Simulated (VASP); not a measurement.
Input of a VASP 6.6.1 run:

The input INCAR:

```
PREC = Accurate
ENCUT = 520
EDIFF = 1E-6
ISMEAR = -1
SIGMA = 0.05
LREAL = F
LASPH = T
NELM = 100
ALGO = Normal
ISIF = 2
LWAVE = F
LCHARG = F
GGA = PS
NBANDS = 11
```

File KPOINTS:

```
Automatic mesh
0
Gamma
  11 11 11
```

Contents of POSCAR:

```
AlN
1.0
    0.0000000000      2.0744206402      2.0744206402
    2.0744206402      0.0000000000      2.0744206402
    2.0744206402      2.0744206402      0.0000000000
Al N
1 1
Direct
    0.5000000000      0.5000000000      0.5000000000
    0.0000000000      0.0000000000      0.0000000000
```

Potentials or basis: VASP PAW PBE potentials, release 64 (Al, N).

The run is started by

```console
$ cat potpaw_PBE.64/Al/POTCAR potpaw_PBE.64/N/POTCAR > POTCAR
$ mpirun -np 1 vasp_std > vasp.out
```

Estimate the pressure.

-17.2 GPa.

Predict the band gap on the k mesh.

3.97 eV, indirect (least direct gap 4.60 eV).

Caveat: the PAW data sets were made with another functional, which shifts forces and pressure a little. A k mesh can miss the band edges.
